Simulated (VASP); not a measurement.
Runs of VASP 6.6.1 on Mo. The structure is that of space group Im-3m (No. 229), or close to it. The cells are those of the table. 

```tsv
task	cell	k mesh	cutoff (eV)	smearing	gap on the mesh (eV)	pressure (GPa)
single point	a = 2.713 Å, angles 109.5°, 1 atom	20 × 20 × 20	520	fermi-dirac 0.15 eV	none	-4.4
single point	a = 2.721 Å, angles 109.5°, 1 atom	8 × 8 × 8	520	gaussian 0.1 eV	none	(a)
relaxation of cell and atoms	relaxed from a = 2.694 Å, angles 109.5°, 1 atom	20 × 20 × 20	600	fermi-dirac 0.15 eV	none	0.0
single point	a = 2.674 Å, angles 109.5°, 1 atom	20 × 20 × 20	520	fermi-dirac 0.15 eV	none	8.3
```

Alike in all rows: level LDA; potentials or basis VASP PAW LDA potentials, release 64 (Mo_sv); no spin polarisation.

Fill in the values left out.

(a) -6.5.

Caveats: the cell stands under tension (at least some runs); the cell stands under pressure (at least some runs).

A k mesh can miss the band edges, and the runs leave out spin-orbit coupling on Mo.

A gap of «none» marks levels without a gap at the run's occupations.
